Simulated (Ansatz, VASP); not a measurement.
**Two plane-wave programs on SnO**

File POSCAR:

```
SnO
1.0
    0.0000000000      2.6808571425      2.6808571425
    2.6808571425      0.0000000000      2.6808571425
    2.6808571425      2.6808571425      0.0000000000
Sn O
1 1
Direct
    0.0000000000      0.0000000000      0.0000000000
    0.2500000000      0.2500000000      0.2500000000
```

File INCAR.step1:

```
SYSTEM = SnO
ALGO = Normal ; EDIFF = 1E-4
ENCUT = 520 ; GGA = PE
ISMEAR = -1 ; LASPH = .True.
LCHARG = .False. ; LREAL = .False.
LWAVE = .True. ; NBANDS = 17
NELM = 100 ; PREC = Accurate
SIGMA = 0.02
```

INCAR.step2

```
SYSTEM = SnO
ALGO = Normal ; EDIFF = 1E-6
ENCUT = 520 ; ISIF = 2
ISMEAR = -1 ; ISTART = 1
LASPH = .True. ; LCHARG = .True.
LELF = .True. ; LMIXTAU = .True.
LREAL = .False. ; LVHAR = .True.
LWAVE = .False. ; METAGGA = R2SCAN
NBANDS = 17 ; NELM = 100
PREC = Accurate ; SIGMA = 0.02
```

KPOINTS

```
k-points
0
Gamma
  6 6 6
  0 0 0
```

Input for Ansatz:

```yaml
crystal:
  lattice:
    - [0.0, 2.6808571425, 2.6808571425]
    - [2.6808571425, 0.0, 2.6808571425]
    - [2.6808571425, 2.6808571425, 0.0]
  atoms:
    - { symbol: Sn, position: [0.0, 0.0, 0.0] }
    - { symbol: O, position: [0.25, 0.25, 0.25] }
kpoints:
  mp_grid: { grid: [6, 6, 6] }
hamiltonian:
  xc: r2scan
scf:
  occupations: { method: fermi_dirac, width: 0.02 }
  n_extra_bands: 4
output:
  forces: true
  stress: true
  eigenvalues: true
```

Alike in both runs: task single point; functional r2SCAN; k mesh 6 × 6 × 6; occupations fermi-dirac, width 0.02 eV; no spin polarisation.

|  | VASP | Ansatz |
| --- | --- | --- |
| version | VASP 6.6.1 | Ansatz 0.2.0 |
| potentials or method | VASP PAW PBE potentials, release 64 (Sn_d, O) | plane waves, PAW |
| plane-wave cutoff (eV) | 520 | 500 |
| valence electrons in the cell | 20 | 20 |

|  | VASP | Ansatz | Ansatz less VASP |
| --- | --- | --- | --- |
| pressure (GPa) | 2.5 | 2.2 | -0.37 |

VASP's potentials were made for PBE, not for r2SCAN.
